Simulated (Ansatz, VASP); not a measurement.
# SnO: VASP beside Ansatz

```
Sn O
1.0
     4.30082    0.00000    0.00000
     0.00000    3.30318    0.00000
     0.00000    0.00000    4.83600
Sn O
2 2
Direct
  0.00000 0.50000 0.23850
  0.50000 0.00000 0.76150
  0.00000 0.00000 0.00000
  0.50000 0.50000 0.00000
```

Change from the starting cell: strain +0.1312 x Voigt [1, -1, 0, 0, 0, 0], atoms carried along.

Alike in both runs: task single point; functional PBEsol; k mesh 12 × 12 × 10; occupations gaussian, width 0.15 eV; no spin polarisation.

|  | VASP | Ansatz |
| --- | --- | --- |
| version | VASP 6.6.1 | Ansatz 0.2.0 |
| potentials or method | VASP PAW PBE potentials, release 64 (Sn_d, O), cutoff 520 eV | scalar-relativistic, plane waves, PAW |
| valence electrons in the cell | 40 | 40 |

VASP gave:

| Quantity | Value |
| --- | --- |
| gap on the k mesh at the Fermi level (eV) | none |
| pressure (GPa) | 8.4 |
| traceless stress, the component that is largest in VASP (GPa) | 12.15 |
| rms of the force components (eV/Å) | 1.154 |

Question: What did Ansatz give for the same quantities?

Answer: gap on the k mesh at the Fermi level (eV): none; pressure (GPa): 8.3; traceless stress, the component that is largest in VASP (GPa): 11.85; rms of the force components (eV/Å): 1.107.

VASP's potentials were made for PBE, not for PBEsol. Atom by atom the forces differ by 0.050 eV/Å (rms over components). A gap of «none» marks a metal or a gap that the smearing closes.
